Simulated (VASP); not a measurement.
# SiC in VASP: further runs, part 2 of 3

VASP 6.6.1. The steps go on from the part before.

**4. Electric field gradients, PBE (volume scaled by 0.975)**

INCAR

```
PREC     = Accurate       # precision mode
ENCUT    = 520            # plane-wave cutoff, eV
EDIFF    = 1E-8           # SCF threshold, eV
ISMEAR   = -1             # smearing method
SIGMA    = 0.05           # smearing width, eV
LREAL    = False          # projectors in reciprocal space
LASPH    = True           # aspherical terms in the spheres
NELM     = 60             # most SCF steps
ALGO     = Normal         # electronic algorithm
ISIF     = 2              # what is computed and relaxed
LWAVE    = False          # write WAVECAR
LCHARG   = False          # write CHGCAR
GGA      = PE             # functional
LEFG     = True         
NBANDS   = 11             # bands
```

KPOINTS

```
Automatic mesh
0
Gamma
  16 16 16
```

POSCAR

```
SiC
1.0
    0.0000000000      2.1557302287      2.1557302287
    2.1557302287      0.0000000000      2.1557302287
    2.1557302287      2.1557302287      0.0000000000
Si C
1 1
Direct
    0.0000000000      0.0000000000      0.0000000000
    0.7500000000      0.7500000000      0.7500000000
```

Potentials or basis: VASP PAW PBE potentials, release 64 (Si, C).

Command:

```console
$ cat potpaw_PBE.64/Si/POTCAR potpaw_PBE.64/C/POTCAR > POTCAR
$ mpirun -np 1 vasp_std > vasp.out
```

OUTCAR:

```text
PREC = Accurate
   ENCUT = 520
   EDIFF = 1E-8
   ISMEAR = -1
   LREAL = False
   LASPH = True
   NELM = 60
   ISIF = 2
   GGA = PE

 ion  position               nearest neighbor table
   1  0.000  0.000  0.000-   2 1.87   2 1.87   2 1.87   2 1.87
   2  0.750  0.750  0.750-   1 1.87   1 1.87   1 1.87   1 1.87

  LATTYP: Found a face centered cubic cell.
 ALAT       =     4.3114604574

  Lattice vectors:

 A1 = (   0.0000000000,   2.1557302287,   2.1557302287)
 A2 = (   2.1557302287,   0.0000000000,   2.1557302287)
 A3 = (   2.1557302287,   2.1557302287,   0.0000000000)

Analysis of symmetry for initial positions (statically):
=====================================================================
 Subroutine PRICEL returns:
 Original cell was already a primitive cell.

 Routine SETGRP: Setting up the symmetry group for a
 face centered cubic supercell.

 Subroutine GETGRP returns: Found 24 space group operations
 (whereof 24 operations were pure point group operations)
 out of a pool of 48 trial point group operations.

The static configuration has the point symmetry T_d .

Analysis of symmetry for dynamics (positions and initial velocities):
=====================================================================
 Subroutine PRICEL returns:
 Original cell was already a primitive cell.

 Routine SETGRP: Setting up the symmetry group for a
 face centered cubic supercell.

 Subroutine GETGRP returns: Found 24 space group operations
 (whereof 24 operations were pure point group operations)
 out of a pool of 48 trial point group operations.

The dynamic configuration has the point symmetry T_d .

 Subroutine INISYM returns: Found 24 space group operations
 (whereof 24 operations are pure point group operations),
 and found     1 'primitive' translations

----------------------------------------------------------------------------------------

                                     Primitive cell

  volume of cell :      20.0361

  direct lattice vectors                    reciprocal lattice vectors
     0.000000000  2.155730229  2.155730229    -0.231939968  0.231939968  0.231939968
     2.155730229  0.000000000  2.155730229     0.231939968 -0.231939968  0.231939968
     2.155730229  2.155730229  0.000000000     0.231939968  0.231939968 -0.231939968

  length of vectors
     3.048662926  3.048662926  3.048662926     0.401731809  0.401731809  0.401731809

  position of ions in fractional coordinates (direct lattice)
     0.000000000  0.000000000  0.000000000
     0.750000000  0.750000000  0.750000000

  ion indices of the primitive-cell ions
   primitive index   ion index
                 1           1
                 2           2

----------------------------------------------------------------------------------------

 KPOINTS: Automatic mesh

Automatic generation of k-mesh.
 Grid dimensions read from file:
 generate k-points for:   16   16   16

 Generating k-lattice:

[... 77 lines left out ...]
   EFERMI_NEDOS =   21; number of points for ismear=-14 and -15
   IALGO  =     38    algorithm
   IMIX   =      4    mixing-type and parameters
     AMIX     =   0.40;   BMIX     =  1.00
     AMIX_MAG =   1.60;   BMIX_MAG =  1.00
  volume/ion in A,a.u.               =      10.02        67.61
  Fermi-wavevector in a.u.,A,eV,Ry     =   1.205500  2.278064 19.772386  1.453229
  Thomas-Fermi vector in A             =   2.341194
   LORBIT       =      0    0 simple, 1 ext, 2 COOP (PROOUT), +10 PAW based schemes
   GGA     = PE    functional components
   LHFCALC =     F    Hartree Fock is set to
   AEXX    =    0.0000 exact exchange contribution
   IVDW    =     0    specifies the selected vdW correction
   LEPSILON=     F    determine dielectric tensor
   LRPA    =     F    only Hartree local field effects (RPA)
 non-spin polarized calculation
  energy-cutoff  :      520.00
  volume of cell :       20.04
 maximum number of plane-waves:       560
   NGX = 11   NGY = 11   NGZ = 11

 number of electron       8.0000000 magnetization

 Free energy of the ion-electron system (eV)
  ---------------------------------------------------
  ext. energy  EPLUGINS =         0.00000000
  ---------------------------------------------------
  free energy    TOTEN  =       -15.02916647 eV

  energy without entropy =      -15.02916646  energy(sigma->0) =      -15.02916647

 E-fermi :   9.1824     XC(G=0): -11.4975

 val. band max:        8.4722567876   @ k =   0.0000   0.0000   0.0000
 cond. band min:       9.7986480001   @ k =   0.5000   0.5000   0.0000
 fundamental gap:      1.3263912125
 Fermi energy:         9.1823839031

 k-point     1 :       0.0000    0.0000    0.0000
  band No.  band energies     occupation
      1      -7.1860      2.00000
      2       8.4723      2.00000
      3       8.4723      2.00000
      4       8.4723      2.00000
      5      15.0851      0.00000
      6      16.0074      0.00000
      7      16.0074      0.00000
      8      16.0074      0.00000
      9      23.1693      0.00000
     10      23.1693      0.00000
     11      25.4591      0.00000
[... 309 lines left out ...]
 k-point    24 :      -0.0625    0.0625    0.0000
  band No.  band energies     occupation
      1      -6.9772      2.00000
      2       7.5614      2.00000
      3       8.0592      2.00000
      4       8.4517      2.00000
      5      15.4256      0.00000
      6      15.9774      0.00000
      7      16.1367      0.00000
      8      16.6484      0.00000
      9      21.6953      0.00000
     10      22.5746      0.00000
     11      25.6952      0.00000

 [... further k-points ...]

------------------------ aborting loop because EDIFF is reached ----------------------------------------

  FORCE on cell =-STRESS in cart. coord.  units (eV):
  Direction    XX          YY          ZZ          XY          YZ          ZX
  --------------------------------------------------------------------------------------
  -------------------------------------------------------------------------------------
  Total        1.3646580      1.3646580      1.3646580      0.0000000      0.0000000      0.0000000
  in kB      109.1242271    109.1242271    109.1242271      0.0000000      0.0000000      0.0000000
  external PRESSURE =     109.1242271 kB  Pullay stress =       0.0000000 kB

 VOLUME and BASIS-vectors are now :
 -----------------------------------------------------------------------------
  energy-cutoff  :      520.00
  volume of cell :       20.04
      direct lattice vectors                 reciprocal lattice vectors
     0.000000000  2.155730229  2.155730229    -0.231939968  0.231939968  0.231939968
     2.155730229  0.000000000  2.155730229     0.231939968 -0.231939968  0.231939968
     2.155730229  2.155730229  0.000000000     0.231939968  0.231939968 -0.231939968

 POSITION                                       TOTAL-FORCE (eV/Angst)
 -----------------------------------------------------------------------------------
      0.00000      0.00000      0.00000        -0.000000     -0.000000     -0.000000
      3.23360      3.23360      3.23360         0.000000      0.000000      0.000000
 -----------------------------------------------------------------------------------
    total drift:                               -0.000000     -0.000000     -0.000000

  FREE ENERGIE OF THE ION-ELECTRON SYSTEM (eV)
  ---------------------------------------------------
  free  energy   TOTEN  =       -15.0291664721 eV

  energy  without entropy=      -15.0291664617  energy(sigma->0) =      -15.02916647

 Electric field gradients (V/A^2)
---------------------------------------------------------------------
 ion       V_xx      V_yy      V_zz      V_xy      V_xz      V_yz
---------------------------------------------------------------------
   1       0.000     0.000     0.000     0.000     0.000     0.000
   2       0.000    -0.000    -0.000     0.000     0.000     0.000
---------------------------------------------------------------------

 Electric field gradients after diagonalization (V/A^2)
 (convention: |V_zz| > |V_xx| > |V_yy|)
----------------------------------------------------------------------
 ion       V_xx      V_yy      V_zz     asymmetry (V_yy - V_xx)/ V_zz
----------------------------------------------------------------------
   1      -0.000    -0.000     0.000       0.000
   2      -0.000    -0.000     0.000       0.000
----------------------------------------------------------------------

           NMR quadrupolar parameters

 Cq : quadrupolar parameter    Cq=e*Q*V_zz/h
 eta: asymmetry parameters     (V_yy - V_xx)/ V_zz
 Q  : nuclear electric quadrupole moment in mb (millibarn)
----------------------------------------------------------------------
 ion       Cq(MHz)       eta       Q (mb)
----------------------------------------------------------------------
   1       0.000       0.000       1.000
   2       0.000       0.000       1.000
----------------------------------------------------------------------
```

Run time: 12 s. Hardware: 1 thread of Intel Xeon Platinum 8559C (Emerald Rapids), shared host; peak memory 0.15 GiB.

Results:

```
Free energy            : -15.0292 eV
Pressure               : 10.9 GPa
Band gap on the k mesh : 1.33 eV, indirect (least direct gap 4.57 eV)
```

Caveat: the cell differs from its parent crystal (volume scaled by 0.975); without QUAD_EFG the Cq values of the log hold for a quadrupole moment of 1 mb, not for the nuclei. A k mesh can miss the band edges.

**5. Electric field gradients, PBE**

This run uses another cell than the first one, of 10.27 Å³/atom, 1.063 times its volume.

INCAR

```
PREC = Accurate
ENCUT = 520
EDIFF = 1E-8
ISMEAR = -1
SIGMA = 0.05
LREAL = False
LASPH = True
NELM = 80
ALGO = Normal
ISIF = 2
LWAVE = False
LCHARG = False
GGA = PE
LEFG = True
NBANDS = 11
```

KPOINTS

```
regular mesh
0
Gamma
  16 16 16
```

POSCAR

```
SiC
1.0
    0.0000000000      2.1740000000      2.1740000000
    2.1740000000      0.0000000000      2.1740000000
    2.1740000000      2.1740000000      0.0000000000
Si C
1 1
Direct
    0.0000000000      0.0000000000      0.0000000000
    0.7500000000      0.7500000000      0.7500000000
```

Potentials or basis: VASP PAW PBE potentials, release 64 (Si, C).

Command:

```console
$ cat potpaw_PBE.64/Si/POTCAR potpaw_PBE.64/C/POTCAR > POTCAR
$ mpirun -np 1 vasp_std > vasp.out
```

OUTCAR:

```text
PREC = Accurate
   ENCUT = 520
   EDIFF = 1E-8
   ISMEAR = -1
   LREAL = False
   LASPH = True
   NELM = 80
   ISIF = 2
   GGA = PE

 ion  position               nearest neighbor table
   1  0.000  0.000  0.000-   2 1.88   2 1.88   2 1.88   2 1.88
   2  0.750  0.750  0.750-   1 1.88   1 1.88   1 1.88   1 1.88

  LATTYP: Found a face centered cubic cell.
 ALAT       =     4.3480000000

  Lattice vectors:

 A1 = (   0.0000000000,   2.1740000000,   2.1740000000)
 A2 = (   2.1740000000,   0.0000000000,   2.1740000000)
 A3 = (   2.1740000000,   2.1740000000,   0.0000000000)

Analysis of symmetry for initial positions (statically):
=====================================================================
 Subroutine PRICEL returns:
 Original cell was already a primitive cell.

 Routine SETGRP: Setting up the symmetry group for a
 face centered cubic supercell.

 Subroutine GETGRP returns: Found 24 space group operations
 (whereof 24 operations were pure point group operations)
 out of a pool of 48 trial point group operations.

The static configuration has the point symmetry T_d .

Analysis of symmetry for dynamics (positions and initial velocities):
=====================================================================
 Subroutine PRICEL returns:
 Original cell was already a primitive cell.

 Routine SETGRP: Setting up the symmetry group for a
 face centered cubic supercell.

 Subroutine GETGRP returns: Found 24 space group operations
 (whereof 24 operations were pure point group operations)
 out of a pool of 48 trial point group operations.

[... 478 lines left out ...]
      1      -7.0684      2.00000
      2       7.2742      2.00000
      3       7.7767      2.00000
      4       8.1621      2.00000
      5      14.8777      0.00000
      6      15.4894      0.00000
      7      15.6669      0.00000
      8      16.1618      0.00000
      9      21.2900      0.00000
     10      22.1467      0.00000
     11      25.1338      0.00000

 [... further k-points ...]

------------------------ aborting loop because EDIFF is reached ----------------------------------------

  FORCE on cell =-STRESS in cart. coord.  units (eV):
  Direction    XX          YY          ZZ          XY          YZ          ZX
  --------------------------------------------------------------------------------------
  -------------------------------------------------------------------------------------
  Total        0.6129955      0.6129955      0.6129955      0.0000000     -0.0000000      0.0000000
  in kB       47.7924493     47.7924493     47.7924493      0.0000000     -0.0000000      0.0000000
  external PRESSURE =      47.7924493 kB  Pullay stress =       0.0000000 kB

 VOLUME and BASIS-vectors are now :
 -----------------------------------------------------------------------------
  energy-cutoff  :      520.00
  volume of cell :       20.55
      direct lattice vectors                 reciprocal lattice vectors
     0.000000000  2.174000000  2.174000000    -0.229990800  0.229990800  0.229990800
     2.174000000  0.000000000  2.174000000     0.229990800 -0.229990800  0.229990800
     2.174000000  2.174000000  0.000000000     0.229990800  0.229990800 -0.229990800

 POSITION                                       TOTAL-FORCE (eV/Angst)
 -----------------------------------------------------------------------------------
      0.00000      0.00000      0.00000        -0.000000     -0.000000     -0.000000
      3.26100      3.26100      3.26100         0.000000      0.000000      0.000000
 -----------------------------------------------------------------------------------
    total drift:                               -0.000000     -0.000000     -0.000000

  FREE ENERGIE OF THE ION-ELECTRON SYSTEM (eV)
  ---------------------------------------------------
  free  energy   TOTEN  =       -15.0542867019 eV

  energy  without entropy=      -15.0542866937  energy(sigma->0) =      -15.05428670

 Electric field gradients (V/A^2)
---------------------------------------------------------------------
 ion       V_xx      V_yy      V_zz      V_xy      V_xz      V_yz
---------------------------------------------------------------------
   1       0.000    -0.000    -0.000     0.000     0.000     0.000
   2      -0.000    -0.000    -0.000     0.000     0.000     0.000
---------------------------------------------------------------------

 Electric field gradients after diagonalization (V/A^2)
 (convention: |V_zz| > |V_xx| > |V_yy|)
----------------------------------------------------------------------
 ion       V_xx      V_yy      V_zz     asymmetry (V_yy - V_xx)/ V_zz
----------------------------------------------------------------------
   1      -0.000    -0.000     0.000       0.000
   2      -0.000    -0.000     0.000       0.000
----------------------------------------------------------------------

           NMR quadrupolar parameters

 Cq : quadrupolar parameter    Cq=e*Q*V_zz/h
 eta: asymmetry parameters     (V_yy - V_xx)/ V_zz
 Q  : nuclear electric quadrupole moment in mb (millibarn)
----------------------------------------------------------------------
 ion       Cq(MHz)       eta       Q (mb)
----------------------------------------------------------------------
   1       0.000       0.000       1.000
   2       0.000       0.000       1.000
----------------------------------------------------------------------
```

stdout:

```text
POSCAR found type information on POSCAR SiC
 POSCAR found :  2 types and       2 ions
 scaLAPACK will be used
 LDA part: xc-table for (Slater+PW92), standard interpolation
 POSCAR, INCAR and KPOINTS ok, starting setup
 FFT: planning ... GRIDC
 FFT: planning ... GRID_SOFT
 FFT: planning ... GRID
 WAVECAR not read
 entering main loop
ion   1

ion   2
```

Run time: 12 s. Hardware: 1 thread of Intel Xeon Platinum 8559C (Emerald Rapids), shared host; peak memory 0.15 GiB.

Results:

| Item | Value |
| --- | --- |
| Free energy | -15.0543 eV |
| Pressure | 4.8 GPa |
| Band gap on the k mesh | 1.35 eV, indirect (least direct gap 4.55 eV) |

Levels at points of the mesh, in eV from the valence-band top:
| k point | band 2 | band 3 | band 4 | band 5 | band 6 | band 7 |
| --- | --- | --- | --- | --- | --- | --- |
| (0.00, 0.00, 0.00) | 0.00 | 0.00 | 0.00 | 6.31 | 7.36 | 7.36 |
| (0.50, 0.00, 0.00) | -8.57 | -1.05 | -1.05 | 5.50 | 7.26 | 7.26 |
| (0.50, 0.50, 0.00) | -7.82 | -3.20 | -3.20 | 1.35 | 4.35 | 14.12 |

Caveat: without QUAD_EFG the Cq values of the log hold for a quadrupole moment of 1 mb, not for the nuclei. A k mesh can miss the band edges.

(Part 2 of 3 ends here.)
